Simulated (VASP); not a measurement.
Input of a VASP 6.6.1 run:

INCAR

```
  PREC = Accurate
  ENCUT = 520
  EDIFF = 1E-6
  ISMEAR = 0
  SIGMA = 0.1
  LREAL = F
  LASPH = T
  NELM = 60
  ALGO = Normal
  ISIF = 2
  LWAVE = F
  LCHARG = T
  GGA = PE
  LELF = T
  LVHAR = T
  NBANDS = 18
```

File KPOINTS:

```
regular mesh
0
Gamma
  6 6 6
```

File POSCAR:

```
HfB3
1.0
    3.3897030378      0.0000000000      0.0000000000
    0.0000000000      3.3897030378      0.0000000000
    0.0000000000      0.0000000000      3.3897030378
Hf B
1 3
Direct
    0.0000000000      0.0000000000      0.0000000000
    0.0000000000      0.5000000000      0.5000000000
    0.5000000000      0.0000000000      0.5000000000
    0.5000000000      0.5000000000      0.0000000000
```

Potentials or basis: VASP PAW PBE potentials, release 64 (Hf_pv, B).

Command:

```console
$ cat potpaw_PBE.64/Hf_pv/POTCAR potpaw_PBE.64/B/POTCAR > POTCAR
$ mpirun -np 1 vasp_std > vasp.out
```

Estimate the pressure.

0.9 GPa.
